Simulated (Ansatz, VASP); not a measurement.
Two plane-wave programs on Re

The input POSCAR:

```
Re
1.0
    0.0000000000      1.7253214179      2.5879821268
    1.7253214179      0.0000000000      2.5879821268
    1.7253214179      1.7253214179      0.0000000000
Re
1
Direct
    0.0000000000      0.0000000000      0.0000000000
```

INCAR.step1

```
SYSTEM = Re
ALGO = Normal ; EDIFF = 1E-4
ENCUT = 520 ; GGA = PE
ISMEAR = 0 ; LASPH = .TRUE.
LCHARG = .FALSE. ; LREAL = .FALSE.
LWAVE = .TRUE. ; NBANDS = 10
NELM = 80 ; PREC = Accurate
SIGMA = 0.15
```

The input INCAR.step2:

```
SYSTEM = Re
ALGO = Normal ; EDIFF = 1E-6
ENCUT = 520 ; ISIF = 2
ISMEAR = 0 ; ISTART = 1
LASPH = .TRUE. ; LCHARG = .FALSE.
LMIXTAU = .TRUE. ; LREAL = .FALSE.
LWAVE = .FALSE. ; METAGGA = R2SCAN
NBANDS = 10 ; NELM = 80
PREC = Accurate ; SIGMA = 0.15
```

The input KPOINTS:

```
k-points
0
G
  22 22 22
  0 0 0
```

Input for Ansatz:

```yaml
crystal:
  lattice:
    - [0.0, 1.7253214179, 2.5879821268]
    - [1.7253214179, 0.0, 2.5879821268]
    - [1.7253214179, 1.7253214179, 0.0]
  atoms:
    - { symbol: Re, position: [0.0, 0.0, 0.0] }
basis:
  ecutwfc: 500
kpoints:
  mp_grid: { grid: [22, 22, 22] }
hamiltonian:
  xc: r2scan
scf:
  occupations: { method: gaussian, width: 0.15 }
output:
  forces: true
  stress: true
  eigenvalues: true
```

Alike in both runs: task single point; functional r2SCAN; k mesh 22 × 22 × 22; occupations gaussian, width 0.15 eV; no spin polarisation.

```csv
,VASP,Ansatz
version,VASP 6.6.1,Ansatz 0.2.0
potentials or method,"VASP PAW PBE potentials, release 64 (Re), cutoff 520 eV","scalar-relativistic, plane waves, PAW"
valence electrons in the cell,7,15
```

```tsv
	VASP	Ansatz	Ansatz less VASP
gap on the k mesh at the Fermi level (eV)	none	none	-
pressure (GPa)	14.7	15.8	+1.06
traceless stress, the component that is largest in VASP (GPa)	-53.10	-55.22	-2.120
```

VASP's potentials were made for PBE, not for r2SCAN. A gap of «none» marks a metal or a gap that the smearing closes. VASP's potentials hold 7 valence electrons a cell and Ansatz's 15, so a difference there can come from the potentials and not from the codes.

Spin-orbit coupling is off throughout.
